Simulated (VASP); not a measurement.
A run of VASP 6.6.1:

Contents of INCAR:

```
SYSTEM = SnPb2O3
ALGO = Normal
EDIFF = 1E-6
ENCUT = 520
GGA = PE
ISIF = 2
ISMEAR = 0
LASPH = .TRUE.
LCHARG = .FALSE.
LREAL = .FALSE.
LWAVE = .FALSE.
NBANDS = 39
NELM = 80
PREC = Accurate
SIGMA = 0.01
```

The input KPOINTS:

```
k-points
0
G
  10 10 4
  0 0 0
```

File POSCAR:

```
SnPb2O3
1.0
    3.4670901425      0.0000000000      0.0000000000
    0.0000000000      3.4670901425      0.0000000000
    0.0000000000      0.0000000000      9.7702391150
Sn Pb O
1 2 3
Direct
    0.0000000000      0.0000000000      0.0000000000
    0.0000000000      0.5000000000      0.6458160687
    0.5000000000      0.0000000000      0.3541839313
    0.0000000000      0.5000000000      0.4127852345
    0.5000000000      0.0000000000      0.5872147655
    0.5000000000      0.5000000000      0.0000000000
```

Potentials or basis: VASP PAW PBE potentials, release 64 (Sn_d, Pb_d, O).

Launch:

```sh
$ cat potpaw_PBE.64/Sn_d/POTCAR potpaw_PBE.64/Pb_d/POTCAR potpaw_PBE.64/O/POTCAR > POTCAR
$ mpirun -np 1 vasp_std > vasp.out
```

Hardware: 1 thread of Intel(R) Xeon(R) Platinum 8488C (Sapphire Rapids) (shared host).

Question: How long does it take, and how much memory?

Answer: Wall time 3.2 min on 1 thread of Intel(R) Xeon(R) Platinum 8488C (Sapphire Rapids), on a shared host, peak memory 0.4 GiB. Counts: scf iterations 15, k points 63.
